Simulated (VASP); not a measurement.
A run of VASP 6.6.1 is set up as follows.

Contents of INCAR:

```
PREC = Accurate ; ENCUT = 520
EDIFF = 1E-6 ; ISMEAR = 0
SIGMA = 0.05 ; LREAL = F
LASPH = T ; NELM = 100
ALGO = Normal ; ISIF = 2
LWAVE = F ; LCHARG = T
GGA = PE ; LELF = T
LVHAR = T ; NBANDS = 12
```

The input KPOINTS:

```
Automatic mesh
0
Gamma
  12 12 12
```

The input POSCAR:

```
Hg
1.0
   -1.9135445338      1.9135445338      1.9544395928
    1.9135445338     -1.9135445338      1.9544395928
    1.9135445338      1.9135445338     -1.9544395928
Hg
1
Direct
    0.5000000000      0.5000000000      0.0000000000
```

Potentials or basis: VASP PAW PBE potentials, release 64 (Hg).

Launch:

```console
$ cat potpaw_PBE.64/Hg/POTCAR > POTCAR
$ mpirun -np 1 vasp_std > vasp.out
```

(1) Predict the pressure.

(2) What does it give for the band gap on the k mesh?

Results:

(1) 0.4 GPa.

(2) zero (band 6 reaches 3.26 eV, above the bottom of band 7 at 0.72 eV).

Caveat: spin-orbit coupling is left out, which moves the levels of the heavy elements.
